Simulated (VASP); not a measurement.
Input of a VASP 6.6.1 run:

File INCAR:

```
SYSTEM = Hf
PREC = Accurate
ENCUT = 520
EDIFF = 1E-6
ISMEAR = 0
SIGMA = 0.1
LREAL = .False.
LASPH = .True.
NELM = 100
ALGO = Normal
ISIF = 2
LWAVE = .False.
LCHARG = .False.
LDIPOL = .True.
IDIPOL = 3
DIPOL = 0.5 0.5 0.500
GGA = PE
IBRION = 2
NSW = 70
EDIFFG = -0.03
```

KPOINTS

```
regular mesh
0
Gamma
  9 6 1
  0 0 0
```

File POSCAR:

```
Hf
1.0
    3.2048170372      0.0000000000      0.0000000000
    0.0000000000      5.0676933206      0.0000000000
    0.0000000000      0.0000000000     17.7006039582
Hf
4
Selective dynamics
Direct
    0.0000000000      0.7500000000      0.3954667319  F F F
    0.5000000000      0.2500000000      0.4477333659  F F F
    0.5000000000      0.7500000000      0.5522666341  T T T
    0.0000000000      0.2500000000      0.6045332681  T T T
```

Potentials or basis: VASP PAW PBE potentials, release 64 (Hf_pv).

Command:

```bash
$ cat potpaw_PBE.64/Hf_pv/POTCAR > POTCAR
$ mpirun -np 1 vasp_std > vasp.out
```

Task: Estimate the band gap on the k mesh.

Result: Zero (bands 20 and 21 overlap by 0.75 eV).

Task: Estimate the energy gained by relaxing.

Result: 40.9 meV/atom.

Final structure:
```
CELL_PARAMETERS angstrom
3.20482 0.00000 0.00000
0.00000 5.06769 0.00000
0.00000 0.00000 17.70060
ATOMIC_POSITIONS crystal
Hf 0.00000 0.75000 0.39547
Hf 0.50000 0.25000 0.44773
Hf 0.50000 0.75000 0.53864
Hf 0.00000 0.25000 0.58936
```

Caveat: spin-orbit coupling is left out, which moves the levels of the heavy elements.
